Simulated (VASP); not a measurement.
## Zn: single point with LDA

Crystal: Zn.

```
Zn
1.0
     2.55940    0.00000    0.00000
    -1.27970    2.21651    0.00000
     0.00000    0.00000    4.77902
Zn
2
Direct
  0.33333 0.66667 0.25000
  0.66667 0.33333 0.75000
```

- Program: VASP 6.6.1
- Task: single point
- Functional: LDA
- Potentials or basis: VASP PAW LDA potentials, release 64 (Zn)
- Cutoff: 500 eV
- k mesh: 7 × 7 × 4
- Occupations: fermi-dirac, width 0.02 eV
- Spin: no spin polarisation

```json
{"Pressure": "1.0 GPa", "Band gap on the k mesh": "zero (band 12 reaches 5.30 eV, above the bottom of band 13 at 0.70 eV)"}
```

Stress tensor (GPa, compression positive):
```
1.14 0.00 0.00
0.00 1.14 0.00
0.00 0.00 0.66
```

Levels at points of the mesh, in eV from the Fermi level:
| k point | band 10 | band 11 | band 12 | band 13 | band 14 | band 15 |
| --- | --- | --- | --- | --- | --- | --- |
| (0.00, 0.00, 0.00) | -7.49 | -7.49 | -4.37 | -3.19 | 14.27 | 18.24 |
| (0.00, 0.00, 0.50) | -7.59 | -7.59 | -7.59 | 4.70 | 4.70 | 20.27 |

It took 7 s on 1 thread of Intel Xeon 6975P-C, on a shared host, peak memory 0.13 GiB.

Caveat: the k points lie up to 0.40 Å⁻¹ apart.
